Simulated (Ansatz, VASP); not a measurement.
**One calculation of CdS, two programs**

```
CELL_PARAMETERS angstrom
-2.09858 -3.63485 0.00000
2.09858 -3.63485 0.00000
0.69953 -1.81742 13.65546
ATOMIC_POSITIONS crystal
Cd 0.59118 0.28924 0.90583
Cd 0.63285 0.49757 0.40583
Cd 0.32035 0.26840 0.15583
Cd 0.27868 0.06007 0.65583
S 0.65882 0.62743 0.09417
S 0.61715 0.41910 0.59417
S 0.30465 0.18993 0.34417
S 0.26299 0.98160 0.84417
```

Alike in both runs: task single point; functional PBE; k mesh 7 × 7 × 2; occupations gaussian, width 0.05 eV; no spin polarisation.

```csv
,VASP,Ansatz
version,VASP 6.6.1,Ansatz 0.2.0
potentials or method,"VASP PAW PBE potentials, release 64 (Cd, S), cutoff 520 eV","scalar-relativistic, plane waves, PAW"
valence electrons in the cell,72,104
```

Ansatz gave:

```
gap on the k mesh at the Fermi level (eV)                     : 0.64
least direct gap on the mesh (eV)                             : 0.64
pressure (GPa)                                                : -0.6
traceless stress, the component that is largest in VASP (GPa) : -0.67
rms of the force components (eV/Å)                            : 0.146
```

Question: Which values does VASP return?

Answer: gap on the k mesh at the Fermi level (eV): 0.64; least direct gap on the mesh (eV): 0.64; pressure (GPa): -0.4; traceless stress, the component that is largest in VASP (GPa): -0.65; rms of the force components (eV/Å): 0.151.

Atom by atom the forces differ by 0.007 eV/Å (rms over components). VASP's potentials hold 72 valence electrons a cell and Ansatz's 104, so a difference there can come from the potentials and not from the codes.
